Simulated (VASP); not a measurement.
The system is KBr.

```xyz
2
Lattice="0.0000 3.6883 3.6883 3.6883 0.0000 3.6883 3.6883 3.6883 0.0000" Properties=species:S:1:pos:R:3 pbc="T T T"
K     0.0000    0.0000    0.0000
Br    1.8441    1.8441    1.8441
```

Base run:

- Program: VASP 6.6.1
- Functional: PBE
- Potentials or basis: VASP PAW PBE potentials, release 64 (K_sv, Br)
- Cutoff: 520 eV
- k mesh: 6 × 6 × 6
- Occupations: gaussian, width 0.01 eV
- Spin: no spin polarisation

Its results: band gap on the k mesh 4.28 eV, indirect (least direct gap 4.30 eV); pressure 0.3 GPa.

The run is repeated on the same cell with these changes: functional from PBE to HSE06; k mesh from 6 × 6 × 6 to 4 × 4 × 4. What comes out?

Band gap on the k mesh 5.39 eV, indirect (least direct gap 5.40 eV); pressure 0.2 GPa.

Several settings changed at once, so the effect can't be laid on one alone.

Caveats: the PAW data sets were made with another functional, which shifts forces and pressure a little (some runs).

A k mesh can miss the band edges.
